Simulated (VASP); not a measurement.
# Hg (Im-3m) in VASP: relaxation of cell and atoms with LDA

Aim: the relaxation of cell and atoms of Hg with LDA.

All numbers are computed with VASP 6.6.1; they aren't measurements. Logs are shortened: lines on timing, memory, paths and dates and some standing lists are left out, and cuts for length are marked.

**1. The cell of the first run**

The structure is cubic, space group Im-3m (No. 229). Conventional cell: a = 3.567 Å, b = 3.567 Å, c = 3.567 Å, α = 90.00°, β = 90.00°, γ = 90.00°. Within 4.1 Å of Hg (site symmetry m-3m) lie 14 Hg at 3.09 to 3.57 Å.

**2. Relaxation of cell and atoms, LDA**

Input file INCAR:

```
SYSTEM = Hg
PREC = Accurate ; ENCUT = 550
EDIFF = 1E-7 ; ISMEAR = -1
SIGMA = 0.05 ; LREAL = .False.
LASPH = .True. ; NELM = 120
ALGO = Normal ; ISIF = 3
LWAVE = .False. ; LCHARG = .False.
IBRION = 2 ; NSW = 60
EDIFFG = -0.005 ; GGA_COMPAT = .False.
NELMIN = 4
```

Input file KPOINTS:

```
regular mesh
0
Gamma
  16 16 16
  0 0 0
```

Input file POSCAR:

```
Hg
1.0
   -1.7834648247      1.7834648247      1.7834648247
    1.7834648247     -1.7834648247      1.7834648247
    1.7834648247      1.7834648247     -1.7834648247
Hg
1
Direct
    0.0000000000      0.0000000000      0.0000000000
```

Potentials or basis: VASP PAW LDA potentials, release 64 (Hg_sv_GW).

Command:

```
> cat potpaw_LDA.64/Hg_sv_GW/POTCAR > POTCAR
> mpirun -np 1 vasp_std > vasp.out
```

OUTCAR:

```text
SYSTEM = Hg
   PREC = Accurate
   ENCUT = 550
   EDIFF = 1E-7
   ISMEAR = -1
   LREAL = .False.
   LASPH = .True.
   NELM = 120
   ISIF = 3
   IBRION = 2
   NSW = 60
   EDIFFG = -0.005
   NELMIN = 4

 ion  position               nearest neighbor table
   1  0.000  0.000  0.000-

  LATTYP: Found a body centered cubic cell.
 ALAT       =     3.5669296494

  Lattice vectors:

 A1 = (  -1.7834648247,   1.7834648247,   1.7834648247)
 A2 = (   1.7834648247,  -1.7834648247,   1.7834648247)
 A3 = (   1.7834648247,   1.7834648247,  -1.7834648247)

Analysis of symmetry for initial positions (statically):
=====================================================================
 Subroutine PRICEL returns:
 Original cell was already a primitive cell.

 Routine SETGRP: Setting up the symmetry group for a
 body centered cubic supercell.

 Subroutine GETGRP returns: Found 48 space group operations
 (whereof 48 operations were pure point group operations)
 out of a pool of 48 trial point group operations.

The static configuration has the point symmetry O_h .

Analysis of symmetry for dynamics (positions and initial velocities):
=====================================================================
 Subroutine PRICEL returns:
 Original cell was already a primitive cell.

 Routine SETGRP: Setting up the symmetry group for a
 body centered cubic supercell.

 Subroutine GETGRP returns: Found 48 space group operations
 (whereof 48 operations were pure point group operations)
 out of a pool of 48 trial point group operations.

The dynamic configuration has the point symmetry O_h .

 Subroutine INISYM returns: Found 48 space group operations
 (whereof 48 operations are pure point group operations),
 and found     1 'primitive' translations

----------------------------------------------------------------------------------------

                                     Primitive cell

  volume of cell :      22.6910

  direct lattice vectors                    reciprocal lattice vectors
    -1.783464825  1.783464825  1.783464825     0.000000000  0.280353160  0.280353160
     1.783464825 -1.783464825  1.783464825     0.280353160  0.000000000  0.280353160
     1.783464825  1.783464825 -1.783464825     0.280353160  0.280353160  0.000000000

  length of vectors
     3.089051690  3.089051690  3.089051690     0.396479242  0.396479242  0.396479242

  position of ions in fractional coordinates (direct lattice)
     0.000000000  0.000000000  0.000000000

  ion indices of the primitive-cell ions
   primitive index   ion index
                 1           1

----------------------------------------------------------------------------------------

 KPOINTS: regular mesh

Automatic generation of k-mesh.
 Grid dimensions read from file:
 generate k-points for:   16   16   16

 Generating k-lattice:

  Cartesian coordinates                     Fractional coordinates (reciprocal lattice)
     0.000000000  0.017522073  0.017522073     0.062500000  0.000000000  0.000000000
     0.017522073  0.000000000  0.017522073     0.000000000  0.062500000  0.000000000
     0.017522073  0.017522073  0.000000000     0.000000000  0.000000000  0.062500000

  Length of vectors
     0.024779953  0.024779953  0.024779953

  Shift w.r.t. Gamma in fractional coordinates (k-lattice)
     0.000000000  0.000000000  0.000000000

 Subroutine IBZKPT returns following result:
 ===========================================

 Found    145 irreducible k-points:

 Following reciprocal coordinates:
            Coordinates               Weight
  0.000000  0.000000  0.000000      1.000000
  0.062500  0.000000  0.000000     12.000000
  0.125000  0.000000  0.000000     12.000000
  0.187500  0.000000  0.000000     12.000000
  0.250000  0.000000  0.000000     12.000000
  0.312500  0.000000  0.000000     12.000000
[... 16 lines left out ...]
  0.187500  0.187500  0.000000     24.000000
  0.250000  0.187500  0.000000     48.000000
 [... further k-points ...]
   k-points           NKPTS =    145   k-points in BZ     NKDIM =    145   number of bands    NBANDS=     14
   number of dos      NEDOS =    301   number of ions     NIONS =      1
   total plane-waves  NPLWV =  13824
   dimension x,y,z NGX =    24 NGY =   24 NGZ =   24
   dimension x,y,z NGXF=    48 NGYF=   48 NGZF=   48
   ions per type =               1
   NGX,Y,Z   is equivalent  to a cutoff of  12.92, 12.92, 12.92 a.u.
   NGXF,Y,Z  is equivalent  to a cutoff of  25.83, 25.83, 25.83 a.u.
 SYSTEM =  Hg
   PREC   = accura    normal or accurate (medium, high low for compatibility)
   ISTART =      0    job   : 0-new  1-cont  2-samecut
   ICHARG =      2    charge: 1-file 2-atom 10-const
   ISPIN  =      1    spin polarized calculation?
   LNONCOLLINEAR =      F non collinear calculations
   LSORBIT =      F    spin-orbit coupling
   LASPH  =      T    aspherical Exc in radial PAW
   ENCUT  =  550.0 eV  40.42 Ry    6.36 a.u.   5.91  5.91  5.91*2*pi/ulx,y,z
   NELM   =    120;   NELMIN=  4; NELMDL= -5     # of ELM steps
   EDIFF  = 0.1E-06   stopping-criterion for ELM
   LREAL  =      F    real-space projection
   EDIFFG = -.5E-02   stopping-criterion for IOM
   NSW    =     60    number of steps for IOM
   IBRION =      2    ionic relax: 0-MD 1-quasi-New 2-CG
   NFREE  =      1    steps in history (QN), initial steepest desc. (CG)
   ISIF   =      3    stress and relaxation
   ISYM   =      2    0-nonsym 1-usesym 2-fastsym
   POTIM  = 0.5000    time-step for ionic-motion
   TEBEG  =    0.0;   TEEND  =   0.0 temperature during run
   PSTRESS=    0.0 pullay stress
   NELECT =      20.0000    total number of electrons
   NUPDOWN=      -1.0000    fix difference up-down
   EMIN   =  10.00;   EMAX   =-10.00  energy-range for DOS
   EFERMI =   0.00;   METHOD = LEGACY
   ISMEAR =    -1;   SIGMA  =   0.05  broadening in eV -4-tet -1-fermi 0-gaus
   EFERMI_NEDOS =   21; number of points for ismear=-14 and -15
   IALGO  =     38    algorithm
   IMIX   =      4    mixing-type and parameters
     AMIX     =   0.40;   BMIX     =  1.00
     AMIX_MAG =   1.60;   BMIX_MAG =  1.00
  volume/ion in A,a.u.               =      22.69       153.13
  Fermi-wavevector in a.u.,A,eV,Ry     =   1.569641  2.966191 33.521657  2.463772
  Thomas-Fermi vector in A             =   2.671493
   LORBIT       =      0    0 simple, 1 ext, 2 COOP (PROOUT), +10 PAW based schemes
   GGA     = CA    functional components
   LHFCALC =     F    Hartree Fock is set to
   AEXX    =    0.0000 exact exchange contribution
   IVDW    =     0    specifies the selected vdW correction
   LEPSILON=     F    determine dielectric tensor
   LRPA    =     F    only Hartree local field effects (RPA)
 conjugate gradient relaxation of ions
 non-spin polarized calculation
  energy-cutoff  :      550.00
  volume of cell :       22.69
 maximum number of plane-waves:       682
   NGX = 11   NGY = 11   NGZ = 11

--------------------------------------- Ionic step        1  -------------------------------------------

 number of electron      20.0000008 magnetization

 Free energy of the ion-electron system (eV)
  ---------------------------------------------------
  ext. energy  EPLUGINS =         0.00000000
  ---------------------------------------------------
  free energy    TOTEN  =        -0.95726232 eV

  energy without entropy =       -0.95583545  energy(sigma->0) =       -0.95654888

------------------------ aborting loop because EDIFF is reached ----------------------------------------

  FORCE on cell =-STRESS in cart. coord.  units (eV):
  Direction    XX          YY          ZZ          XY          YZ          ZX
  --------------------------------------------------------------------------------------
  -------------------------------------------------------------------------------------
  Total       -0.0513472     -0.0513472     -0.0513472     -0.0000000     -0.0000000      0.0000000
  in kB       -3.6255467     -3.6255467     -3.6255467     -0.0000000     -0.0000000      0.0000000
  external PRESSURE =      -3.6255467 kB  Pullay stress =       0.0000000 kB

 VOLUME and BASIS-vectors are now :
 -----------------------------------------------------------------------------
  energy-cutoff  :      550.00
  volume of cell :       22.69
      direct lattice vectors                 reciprocal lattice vectors
    -1.783464825  1.783464825  1.783464825     0.000000000  0.280353160  0.280353160
     1.783464825 -1.783464825  1.783464825     0.280353160  0.000000000  0.280353160
     1.783464825  1.783464825 -1.783464825     0.280353160  0.280353160  0.000000000
[... 36 lines left out ...]
 POSITION                                       TOTAL-FORCE (eV/Angst)
 -----------------------------------------------------------------------------------
     -1.77905      1.77905      1.77905         0.000000     -0.000000     -0.000000
 -----------------------------------------------------------------------------------
    total drift:                               -0.000000     -0.000000      0.000000

  FREE ENERGIE OF THE ION-ELECTRON SYSTEM (eV)
  ---------------------------------------------------
  free  energy   TOTEN  =        -0.9574102866 eV

  energy  without entropy=       -0.9559001660  energy(sigma->0) =       -0.95665523

--------------------------------------- Ionic step        3  -------------------------------------------

 number of electron      20.0000010 magnetization

 Free energy of the ion-electron system (eV)
  ---------------------------------------------------
  ext. energy  EPLUGINS =         0.00000000
  ---------------------------------------------------
  free energy    TOTEN  =        -0.95741613 eV

  energy without entropy =       -0.95592152  energy(sigma->0) =       -0.95666882

 E-fermi :   6.1304     XC(G=0): -11.9893

 val. band max:        6.1031795934   @ k =  -0.4375   0.5000   0.0625
 cond. band min:       6.1671417060   @ k =   0.5000   0.5000   0.1875
 fundamental gap:      0.0639621127
 Fermi energy:         6.1304175368

 k-point     1 :       0.0000    0.0000    0.0000
  band No.  band energies     occupation
      1    -108.2791      2.00000
      2     -56.8670      2.00000
      3     -56.8670      2.00000
      4     -56.8670      2.00000
      5      -3.2689      2.00000
      6      -1.0488      2.00000
      7      -1.0488      2.00000
      8      -1.0488      2.00000
      9      -0.0519      2.00000
     10      -0.0519      2.00000
     11      20.7115      0.00000
     12      20.7115      0.00000
     13      20.7115      0.00000
     14      23.0104      0.00000

 k-point     2 :       0.0625    0.0000    0.0000
  band No.  band energies     occupation
      1    -108.2790      2.00000
      2     -56.8686      2.00000
      3     -56.8676      2.00000
      4     -56.8668      2.00000
      5      -3.1584      2.00000
      6      -1.0694      2.00000
      7      -1.0412      2.00000
      8      -0.9934      2.00000
      9      -0.0745      2.00000
     10      -0.0508      2.00000
[... 362 lines left out ...]
 k-point    24 :       0.2500    0.1875    0.0000
  band No.  band energies     occupation
      1    -108.2775      2.00000
      2     -56.9044      2.00000
      3     -56.8833      2.00000
      4     -56.8706      2.00000
      5      -1.6464      2.00000
      6      -1.2375      2.00000
      7      -0.5971      2.00000
      8      -0.2149      2.00000
      9       0.0715      2.00000
     10       2.0608      2.00000
     11      10.2352      0.00000
     12      13.0730      0.00000
     13      16.8770      0.00000
     14      21.9969      0.00000

 [... further k-points ...]

------------------------ aborting loop because EDIFF is reached ----------------------------------------

  FORCE on cell =-STRESS in cart. coord.  units (eV):
  Direction    XX          YY          ZZ          XY          YZ          ZX
  --------------------------------------------------------------------------------------
  -------------------------------------------------------------------------------------
  Total       -0.0011105     -0.0011105     -0.0011105      0.0000000     -0.0000000      0.0000000
  in kB       -0.0788923     -0.0788923     -0.0788923      0.0000000     -0.0000000      0.0000000
  external PRESSURE =      -0.0788923 kB  Pullay stress =       0.0000000 kB

 VOLUME and BASIS-vectors are now :
 -----------------------------------------------------------------------------
  energy-cutoff  :      550.00
  volume of cell :       22.55
      direct lattice vectors                 reciprocal lattice vectors
    -1.779828348  1.779828348  1.779828348     0.000000000  0.280925967  0.280925967
     1.779828348 -1.779828348  1.779828348     0.280925967  0.000000000  0.280925967
     1.779828348  1.779828348 -1.779828348     0.280925967  0.280925967  0.000000000

 POSITION                                       TOTAL-FORCE (eV/Angst)
 -----------------------------------------------------------------------------------
      0.00000     -0.00000      0.00000        -0.000000      0.000000     -0.000000
 -----------------------------------------------------------------------------------
    total drift:                                0.000000     -0.000000      0.000000

  FREE ENERGIE OF THE ION-ELECTRON SYSTEM (eV)
  ---------------------------------------------------
  free  energy   TOTEN  =        -0.9574161284 eV

  energy  without entropy=       -0.9559215189  energy(sigma->0) =       -0.95666882

 reached required accuracy - stopping structural energy minimisation
```

It took 36 s on 1 thread of AMD EPYC 9R45 (Zen 5), shared host; peak memory 0.15 GiB.

Results:

* Free energy: -0.9574 eV
* Relaxed volume: 22.55 Å³/atom
* Relaxed cell: a = 3.083 Å, b = 3.083 Å, c = 3.083 Å, α = 109.47°, β = 109.47°, γ = 109.47°
* Space group after relaxing (to 0.1 Å): Im-3m (No. 229)
* Energy gained by relaxing: 0.2 meV/atom
* Ionic steps: 3
* Pressure after relaxing: 0.0 GPa
* Band gap on the k mesh: zero (bands 10 and 11 overlap by 4.73 eV)

Step by step:
```csv
step,energy change (eV),largest force (eV/Å),pressure (GPa),volume (Å³)
1,0.0000,0.0000,-0.36,22.69
2,-0.0001,0.0000,0.07,22.52
3,-0.0002,0.0000,-0.01,22.55
```

Final structure:
```
CELL_PARAMETERS angstrom
-1.77983 1.77983 1.77983
1.77983 -1.77983 1.77983
1.77983 1.77983 -1.77983
ATOMIC_POSITIONS crystal
Hg 0.00000 0.00000 0.00000
```

Levels at points of the mesh, in eV from the Fermi level:
```csv
k point,band 7,band 8,band 9,band 10,band 11,band 12,band 13,band 14
"(0.00, 0.00, 0.00)",-7.18,-7.18,-6.18,-6.18,14.58,14.58,14.58,16.88
"(0.50, 0.00, 0.00)",-6.26,-6.13,-5.45,-1.54,-1.04,9.65,10.04,15.37
"(0.50, 0.50, 0.50)",-5.63,-5.63,-5.63,3.69,3.84,3.84,3.84,10.59
```

Caveat: spin-orbit coupling is left out, which moves the levels of the heavy elements.

The gap in the log of VASP goes by the Fermi energy; the results here count the filled bands.